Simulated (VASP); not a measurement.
# La: single point with revPBE

The system is La.

```
CELL_PARAMETERS angstrom
5.94025 0.00000 0.00000
-2.97013 5.14441 0.00000
0.00000 0.00000 3.64033
ATOMIC_POSITIONS crystal
La 0.00000 0.00000 0.00000
La 0.33333 0.66667 0.50000
La 0.66667 0.33333 0.50000
```

This cell differs from its parent crystal: volume scaled by 0.96.

- Program: VASP 6.6.1
- Task: single point
- Functional: revPBE
- Potentials or basis: VASP PAW PBE potentials, release 64 (La)
- Cutoff: 520 eV
- k mesh: 7 × 7 × 10
- Occupations: fermi-dirac, width 0.1 eV
- Spin: no spin polarisation
- Dipole correction: no
- Further INCAR settings: ALGO = Normal; EDIFF = 1e-06; NBANDS = 24

```yaml
Pressure: 1.1 GPa
```

Levels at points of the mesh, in eV from the Fermi level:
| k point | band 14 | band 15 | band 16 | band 17 | band 18 | band 19 | band 20 | band 21 |
| --- | --- | --- | --- | --- | --- | --- | --- | --- |
| (0.00, 0.00, 0.00) | -1.39 | 0.42 | 0.59 | 0.59 | 0.59 | 0.59 | 1.07 | 1.51 |
| (0.00, 0.00, 0.50) | -1.63 | -0.90 | -0.90 | -0.44 | 0.26 | 1.16 | 1.16 | 1.72 |

Wall time 75 s on 1 thread of Intel(R) Xeon(R) 6975P-C (Granite Rapids), with other jobs on the host, peak memory 0.31 GiB.

Caveat: the PAW data sets were made with another functional, which shifts forces and pressure a little; spin-orbit coupling is left out, which moves the levels of the heavy elements.
